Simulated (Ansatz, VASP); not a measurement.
# One calculation of As, two programs

File INCAR:

```
  ALGO = Normal
  EDIFF = 1E-6
  ENCUT = 520
  GGA = PS
  ISIF = 2
  ISMEAR = -1
  LASPH = T
  LCHARG = F
  LREAL = F
  LWAVE = F
  NBANDS = 12
  NELM = 60
  PREC = Accurate
  SIGMA = 0.08
```

File KPOINTS:

```
k-points
0
Gamma
  11 11 11
```

The input POSCAR:

```
As
1.0
    0.0000000000      2.2998931366      2.2998931366
    2.2998931366      0.0000000000      2.2998931366
    2.2998931366      2.2998931366      0.0000000000
As
2
Direct
   -0.1250000000     -0.1250000000     -0.1250000000
    0.1250000000      0.1250000000      0.1250000000
```

Input for Ansatz:

```yaml
crystal:
  lattice:
    - [0.0, 2.2998931366, 2.2998931366]
    - [2.2998931366, 0.0, 2.2998931366]
    - [2.2998931366, 2.2998931366, 0.0]
  atoms:
    - { symbol: As, position: [-0.125, -0.125, -0.125] }
    - { symbol: As, position: [0.125, 0.125, 0.125] }
kpoints:
  mp_grid: { grid: [11, 11, 11] }
  band_path:
    path:
      - [0.0, 0.0, 0.0]
      - [0.5, 0.0, 0.5]
      - [0.625, 0.25, 0.625]
      - [0.375, 0.375, 0.75]
      - [0.0, 0.0, 0.0]
      - [0.5, 0.5, 0.5]
      - [0.5, 0.25, 0.75]
      - [0.5, 0.0, 0.5]
    npoints: 8
scf:
  occupations: { method: fermi_dirac, width: 0.08 }
hamiltonian:
  xc: pbesol
  pseudopotentials: { kind: paw }
output:
  forces: true
  stress: true
  eigenvalues: true
  populations: true
  dos: { projected: true, de: 0.2, e_range: [-14, 8] }
  write_density: true
  write_potential: true
  elf: true
  volumetric_format: npy
```

Change from the starting cell: volume scaled by 0.45, PAW files.

Alike in both runs: task single point; functional PBEsol; k mesh 11 × 11 × 11; occupations fermi-dirac, width 0.08 eV; no spin polarisation.

```csv
,VASP,Ansatz
version,VASP 6.6.1,Ansatz 0.2.0
potentials or method,"VASP PAW PBE potentials, release 64 (As)","PAW with Ansatz's default frozen-core files, scalar-relativistic"
plane-wave cutoff (eV),520,420
valence electrons in the cell,10,30
```

|  | VASP | Ansatz | Ansatz less VASP |
| --- | --- | --- | --- |
| pressure (GPa) | 207.8 | 200.2 | -7.63 |

VASP's potentials were made for PBE, not for PBEsol. Both programs put the cell under a high pressure, so it lies far from rest at this level. The functional is the same, so the differences come from potentials, cutoffs and numerics. VASP's potentials hold 10 valence electrons a cell and Ansatz's 30, so a difference there can come from the potentials and not from the codes.

Noted on VASP's run: the cell as given lies far from equilibrium.
